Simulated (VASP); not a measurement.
Write the native input for VASP 6.6.1 that does the following.

```
Task                   : single point
Functional             : PBE
Potentials or basis    : VASP PAW PBE potentials, release 64 (W_sv)
Cutoff                 : 520 eV
k mesh                 : 9 × 6 × 6
Occupations            : fermi-dirac, width 0.05 eV
Spin                   : no spin polarisation
Dipole correction      : no
Further INCAR settings : ALGO = Fast; EDIFF = 1e-06; NBANDS = 36
```

The structure of W lies in POSCAR:

```
W
1.0
    2.7523058654      0.0000000000      0.0000000000
    0.0000000000      4.7645794866      0.0000000000
    0.0000000000      0.0000000000      4.8231832256
W
4
Direct
    0.7931720000      0.9368430000      0.7500000000
    0.2068280000      0.4368430000      0.7500000000
    0.2068280000      0.0631570000      0.2500000000
    0.7931720000      0.5631570000      0.2500000000
```

These files were run (other wordings do the same):

INCAR

```
SYSTEM = W
PREC = Accurate
ENCUT = 520
EDIFF = 1E-6
ISMEAR = -1
SIGMA = 0.05
LREAL = .False.
LASPH = .True.
NELM = 80
ALGO = Fast
ISIF = 2
LWAVE = .False.
LCHARG = .True.
GGA = PE
LELF = .True.
LVHAR = .True.
NBANDS = 36
```

KPOINTS

```
Automatic mesh
0
Gamma
  9 6 6
  0 0 0
```

Potentials or basis: VASP PAW PBE potentials, release 64 (W_sv).

Command:

```sh
$ cat potpaw_PBE.64/W_sv/POTCAR > POTCAR
$ mpirun -np 1 vasp_std > vasp.out
```

It gave:

| Property | Result |
| --- | --- |
| Pressure | 16.8 GPa |
| Largest force | 0.339 eV/Å |
| Band gap on the k mesh | zero (bands 28 and 29 overlap by 1.36 eV) |

Caveat: the cell stands under pressure; spin-orbit coupling is left out, which moves the levels of the heavy elements.

Run time: 5.3 min on 1 thread of Intel Xeon 8259CL, with other jobs on the host, peak memory 0.25 GiB.
